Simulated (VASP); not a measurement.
Input of a VASP 6.6.1 run:

File INCAR:

```
ALGO = Normal
EDIFF = 1E-6
ENCUT = 520
GGA = PS
ISIF = 2
ISMEAR = -1
LASPH = True
LCHARG = False
LDAU = True
LDAUJ = 0 0
LDAUL = 2 -1
LDAUPRINT = 1
LDAUTYPE = 2
LDAUU = 8 0
LMAXMIX = 4
LREAL = False
LWAVE = False
NBANDS = 15
NELM = 150
PREC = Accurate
SIGMA = 0.05
```

The input KPOINTS:

```
k-points
0
Gamma
  9 9 9
```

File POSCAR:

```
TaN
1.0
    0.0000000000      2.3926275664      2.3926275664
    2.3926275664      0.0000000000      2.3926275664
    2.3926275664      2.3926275664      0.0000000000
Ta N
1 1
Direct
    0.0000000000      0.0000000000      0.0000000000
    0.2500000000      0.2500000000      0.2500000000
```

Potentials or basis: VASP PAW PBE potentials, release 64 (Ta_pv, N).

Launch:

```bash
$ cat potpaw_PBE.64/Ta_pv/POTCAR potpaw_PBE.64/N/POTCAR > POTCAR
$ mpirun -np 1 vasp_std > vasp.out
```

Q: Estimate the band gap on the k mesh.

A: Zero (band 8 reaches 8.13 eV, above the bottom of band 9 at 7.61 eV).

Q: Predict the pressure.

A: 8.3 GPa.

Eigenvalues of the final occupation matrices:
```csv
site,spin,trace,eigenvalues
site 1 d,1,1.01,0.12 0.12 0.26 0.26 0.26
site 1 d,2,1.01,0.12 0.12 0.26 0.26 0.26
```

Caveat: the PAW data sets were made with another functional, which shifts forces and pressure a little; spin-orbit coupling is left out, which moves the levels of the heavy elements; U without spin polarisation on a metal has little footing.
